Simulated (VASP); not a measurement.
# Hg (C2/m) in VASP: single point with PBE

Aim: the single point of Hg with PBE.

All numbers are computed with VASP 6.6.1; they aren't measurements. Logs are shortened: lines on timing, memory, paths and dates and some standing lists are left out, and cuts for length are marked.

### Step 1. The cell of the first run

Symmetry: C2/m, No. 12, monoclinic system. Conventional cell: a = 4.319 Å, b = 4.150 Å, c = 3.284 Å, α = 90.00°, β = 92.77°, γ = 90.00°. Within 3.9 Å of Hg (site symmetry 2/m) lie 6 Hg at 2.99 to 3.28 Å.

### Step 2. Single point, PBE (strained)

INCAR

```
SYSTEM = Hg
PREC = Accurate
ENCUT = 520
EDIFF = 1E-7
ISMEAR = 0
SIGMA = 0.1
LREAL = .FALSE.
LASPH = .TRUE.
NELM = 80
ALGO = Fast
ISIF = 2
LWAVE = .FALSE.
LCHARG = .FALSE.
GGA = PE
NBANDS = 12
```

KPOINTS

```
regular mesh
0
G
  14 14 14
  0 0 0
```

POSCAR

```
Hg
1.0
    2.1587806327     -2.0750321989      0.0618811428
    2.1587806327      2.0750321989      0.0618811428
   -0.2527942652      0.0000000000      3.2742367181
Hg
1
Direct
    0.5000000000      0.5000000000      0.5000000000
```

Potentials or basis: VASP PAW PBE potentials, release 64 (Hg).

Started as:

```sh
$ cat potpaw_PBE.64/Hg/POTCAR > POTCAR
$ mpirun -np 1 vasp_std > vasp.out
```

OUTCAR:

```text
SYSTEM = Hg
   PREC = Accurate
   ENCUT = 520
   EDIFF = 1E-7
   ISMEAR = 0
   LREAL = .FALSE.
   LASPH = .TRUE.
   NELM = 80
   ISIF = 2
   GGA = PE

 ion  position               nearest neighbor table
   1  0.500  0.500  0.500-

  LATTYP: Found a base centered monoclinic cell.
 ALAT       =     4.3193347154
 B/A-ratio  =     0.9608110210
 C/A-ratio  =     0.7602978673
 COS(beta)  =    -0.0483783172

  Lattice vectors:

 A1 = (   2.1587806327,  -2.0750321989,   0.0618811428)
 A2 = (   2.1587806327,   2.0750321989,   0.0618811428)
 A3 = (  -0.2527942652,   0.0000000000,   3.2742367181)

Analysis of symmetry for initial positions (statically):
=====================================================================
 Subroutine PRICEL returns:
 Original cell was already a primitive cell.

 Routine SETGRP: Setting up the symmetry group for a
 base centered monoclinic supercell.

 Subroutine GETGRP returns: Found  4 space group operations
 (whereof  4 operations were pure point group operations)
 out of a pool of  4 trial point group operations.

The static configuration has the point symmetry C_2h.

Analysis of symmetry for dynamics (positions and initial velocities):
=====================================================================
 Subroutine PRICEL returns:
 Original cell was already a primitive cell.

 Routine SETGRP: Setting up the symmetry group for a
 base centered monoclinic supercell.

 Subroutine GETGRP returns: Found  4 space group operations
 (whereof  4 operations were pure point group operations)
 out of a pool of  4 trial point group operations.

The dynamic configuration has the point symmetry C_2h.

 Subroutine INISYM returns: Found  4 space group operations
 (whereof  4 operations are pure point group operations),
 and found     1 'primitive' translations

----------------------------------------------------------------------------------------

                                     Primitive cell

  volume of cell :      29.3991

  direct lattice vectors                    reciprocal lattice vectors
     2.158780633 -2.075032199  0.061881143     0.231100776 -0.240960116  0.017842617
     2.158780633  2.075032199  0.061881143     0.231100776  0.240960116  0.017842617
    -0.252794265  0.000000000  3.274236718    -0.008735337  0.000000000  0.304740263

  length of vectors
     2.994982758  2.994982758  3.283980972     0.334346684  0.334346684  0.304865435

  position of ions in fractional coordinates (direct lattice)
[... 81 lines left out ...]
   IBRION =     -1    ionic relax: 0-MD 1-quasi-New 2-CG
   NFREE  =      0    steps in history (QN), initial steepest desc. (CG)
   ISIF   =      2    stress and relaxation
   ISYM   =      2    0-nonsym 1-usesym 2-fastsym
   POTIM  = 0.5000    time-step for ionic-motion
   TEBEG  =    0.0;   TEEND  =   0.0 temperature during run
   PSTRESS=    0.0 pullay stress
   NELECT =      12.0000    total number of electrons
   NUPDOWN=      -1.0000    fix difference up-down
   EMIN   =  10.00;   EMAX   =-10.00  energy-range for DOS
   EFERMI =   0.00;   METHOD = LEGACY
   ISMEAR =     0;   SIGMA  =   0.10  broadening in eV -4-tet -1-fermi 0-gaus
   EFERMI_NEDOS =   21; number of points for ismear=-14 and -15
   IALGO  =     68    algorithm
   IMIX   =      4    mixing-type and parameters
     AMIX     =   0.40;   BMIX     =  1.00
     AMIX_MAG =   1.60;   BMIX_MAG =  1.00
  volume/ion in A,a.u.               =      29.40       198.39
  Fermi-wavevector in a.u.,A,eV,Ry     =   1.214388  2.294860 20.065026  1.474738
  Thomas-Fermi vector in A             =   2.349809
   LORBIT       =      0    0 simple, 1 ext, 2 COOP (PROOUT), +10 PAW based schemes
   GGA     = PE    functional components
   LHFCALC =     F    Hartree Fock is set to
   AEXX    =    0.0000 exact exchange contribution
   IVDW    =     0    specifies the selected vdW correction
   LEPSILON=     F    determine dielectric tensor
   LRPA    =     F    only Hartree local field effects (RPA)
 non-spin polarized calculation
 RMM-DIIS sequential band-by-band and
 Gauss-broadening in eV      SIGMA  =   0.10
  energy-cutoff  :      520.00
  volume of cell :       29.40
 maximum number of plane-waves:       808
 NGX is ok and might be reduce to    24
   NGX = 11   NGY = 11   NGZ = 13

 number of electron      11.9999998 magnetization

 Free energy of the ion-electron system (eV)
  ---------------------------------------------------
  ext. energy  EPLUGINS =         0.00000000
  ---------------------------------------------------
  free energy    TOTEN  =        -0.14860121 eV

  energy without entropy =       -0.14659034  energy(sigma->0) =       -0.14759578

 E-fermi :   1.4036     XC(G=0):  -9.5768

 val. band max:        1.4002137288   @ k =   0.2143   0.1429   0.5000
 cond. band min:       1.4137410293   @ k =  -0.3571   0.3571   0.5000
 fundamental gap:      0.0135273005
 Fermi energy:         1.4036308988

 k-point     1 :       0.0000    0.0000    0.0000
  band No.  band energies     occupation
      1      -6.6320      2.00000
      2      -6.4887      2.00000
      3      -5.9906      2.00000
      4      -4.5853      2.00000
      5      -4.5664      2.00000
      6      -4.4140      2.00000
      7       9.0502      0.00000
      8      11.9868      0.00000
      9      12.0124      0.00000
     10      13.1610      0.00000
     11      16.0776      0.00000
     12      16.9541      0.00000
[... 331 lines left out ...]
 k-point    24 :       0.2857    0.1429    0.0000
  band No.  band energies     occupation
      1      -5.9851      2.00000
      2      -5.7161      2.00000
      3      -5.1332      2.00000
      4      -5.0211      2.00000
      5      -4.6742      2.00000
      6      -4.1834      2.00000
      7       5.4575      0.00000
      8      10.8608      0.00000
      9      11.3654      0.00000
     10      14.2072      0.00000
     11      17.1175      0.00000
     12      19.9129      0.00000

 [... further k-points ...]
[... 5 lines left out ...]
  --------------------------------------------------------------------------------------
  -------------------------------------------------------------------------------------
  Total        0.3179856      0.3081084     -0.1287832      0.0000000      0.0000000      0.0153352
  in kB       17.3294381     16.7911572     -7.0183713      0.0000000      0.0000000      0.8357297
  external PRESSURE =       9.0340747 kB  Pullay stress =       0.0000000 kB

 VOLUME and BASIS-vectors are now :
 -----------------------------------------------------------------------------
  energy-cutoff  :      520.00
  volume of cell :       29.40
      direct lattice vectors                 reciprocal lattice vectors
     2.158780633 -2.075032199  0.061881143     0.231100776 -0.240960116  0.017842617
     2.158780633  2.075032199  0.061881143     0.231100776  0.240960116  0.017842617
    -0.252794265  0.000000000  3.274236718    -0.008735337  0.000000000  0.304740263

 POSITION                                       TOTAL-FORCE (eV/Angst)
 -----------------------------------------------------------------------------------
      2.03238      0.00000      1.69900         0.000000      0.000000      0.000000
 -----------------------------------------------------------------------------------
    total drift:                               -0.000000     -0.000000     -0.000000

  FREE ENERGIE OF THE ION-ELECTRON SYSTEM (eV)
  ---------------------------------------------------
  free  energy   TOTEN  =        -0.1486012144 eV

  energy  without entropy=       -0.1465903439  energy(sigma->0) =       -0.14759578
```

OSZICAR:

```text
N       E                     dE             d eps       ncg     rms          rms(c)
DAV:   1     0.748007264967E+02    0.74801E+02   -0.62195E+03 17976   0.928E+02
DAV:   2     0.122582091646E+01   -0.73575E+02   -0.69736E+02 19600   0.226E+02
DAV:   3    -0.175960189107E+00   -0.14018E+01   -0.14005E+01 21116   0.348E+01
DAV:   4    -0.177661894373E+00   -0.17017E-02   -0.17017E-02 19644   0.127E+00
DAV:   5    -0.177665258233E+00   -0.33639E-05   -0.33639E-05 21176   0.529E-02    0.267E+00
RMM:   6    -0.150400016371E+00    0.27265E-01   -0.48132E-02 17939   0.211E+00    0.207E+00
RMM:   7    -0.148576109000E+00    0.18239E-02   -0.64612E-03 18953   0.652E-01    0.979E-01
RMM:   8    -0.148569879722E+00    0.62293E-05   -0.92767E-04 19414   0.407E-01    0.535E-02
RMM:   9    -0.148590663021E+00   -0.20783E-04   -0.72011E-05 20094   0.826E-02    0.271E-02
RMM:  10    -0.148601580976E+00   -0.10918E-04   -0.24245E-05 19139   0.627E-02    0.850E-03
RMM:  11    -0.148601172724E+00    0.40825E-06   -0.24753E-06 20234   0.154E-02    0.298E-03
RMM:  12    -0.148601214395E+00   -0.41671E-07   -0.16181E-07 15929   0.481E-03
   1 F= -.14860121E+00 E0= -.14759578E+00  d E =-.201087E-02
```

Run time: 2.9 min. Hardware: 1 thread of AMD EPYC 9755, shared host; peak memory 0.31 GiB.

What came out:

```
Free energy            : -0.1486 eV
Pressure               : 0.9 GPa
Band gap on the k mesh : zero (bands 6 and 7 overlap by 5.37 eV)
```

Levels at points of the mesh, in eV from the Fermi level:
```
           k point  band 4  band 5  band 6  band 7  band 8  band 9
(0.00, 0.00, 0.00)   -5.99   -5.97   -5.82    7.65   10.58   10.61
(0.50, 0.00, 0.00)   -6.45   -5.91   -2.47   -1.32   11.21   13.08
(0.50, 0.50, 0.00)   -6.57   -5.21    1.07    1.65    2.26    7.56
(0.00, 0.00, 0.50)   -6.28   -5.79   -3.79   -1.55   13.23   13.26
(0.50, 0.00, 0.50)   -6.19   -5.53   -0.11    0.95    1.82    6.89
(0.50, 0.50, 0.50)   -5.56   -5.19    3.81    3.85    4.63    5.20
```

Caveat: the cell differs from its parent crystal (strained); spin-orbit coupling is left out, which moves the levels of the heavy elements.
